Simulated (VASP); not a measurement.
Write the native input for VASP 6.6.1 that does the following.

```yaml
Task: single point
Functional: LDA
Potentials_or_basis: VASP PAW LDA potentials, release 64 (Al, Ga_d, N)
Cutoff: 520 eV
k_mesh: 6 × 6 × 6
Occupations: gaussian, width 0.05 eV
Spin: no spin polarisation
Dipole_correction: no
Further_INCAR_settings: ALGO = Normal; EDIFF = 1e-06; NBANDS = 41
```

The structure of AlGa3N4 lies in POSCAR:

```
AlGa3N4
1.0
    4.4267521656      0.1549363258      0.1549363258
    0.1549363258      4.4267521656      0.1549363258
    0.1549363258      0.1549363258      4.4267521656
Al Ga N
1 3 4
Direct
    0.0000000000      0.0000000000      0.0000000000
    0.5000000000      0.5000000000      0.0000000000
    0.5000000000      0.0000000000      0.5000000000
    0.0000000000      0.5000000000      0.5000000000
    0.7548078379      0.7548078379      0.2451921621
    0.7548078379      0.2451921621      0.7548078379
    0.2451921621      0.7548078379      0.7548078379
    0.2451921621      0.2451921621      0.2451921621
```

The input as run:

INCAR

```
SYSTEM = AlGa3N4
ALGO     = Normal         ! electronic algorithm
EDIFF    = 1E-6           ! SCF threshold, eV
ENCUT    = 520            ! plane-wave cutoff, eV
ISIF     = 2              ! what is computed and relaxed
ISMEAR   = 0              ! smearing method
LASPH    = .TRUE.         ! aspherical terms in the spheres
LCHARG   = .FALSE.        ! write CHGCAR
LREAL    = .FALSE.        ! projectors in reciprocal space
LWAVE    = .FALSE.        ! write WAVECAR
NBANDS   = 41             ! bands
NELM     = 60             ! most SCF steps
PREC     = Accurate       ! precision mode
SIGMA    = 0.05           ! smearing width, eV
```

KPOINTS

```
k-points
0
G
  6 6 6
  0 0 0
```

Potentials or basis: VASP PAW LDA potentials, release 64 (Al, Ga_d, N).

The run is started by

```bash
$ cat potpaw_LDA.64/Al/POTCAR potpaw_LDA.64/Ga_d/POTCAR potpaw_LDA.64/N/POTCAR > POTCAR
$ mpirun -np 1 vasp_std > vasp.out
```

Results of the run:

```
Pressure               : 4.7 GPa
Largest force          : 0.887 eV/Å
Band gap on the k mesh : 2.08 eV
```

Caveat: the cell stands under pressure.

Wall time 51 s on 1 thread of Intel(R) Xeon(R) 6975P-C (Granite Rapids), with other jobs on the host, peak memory 0.23 GiB.
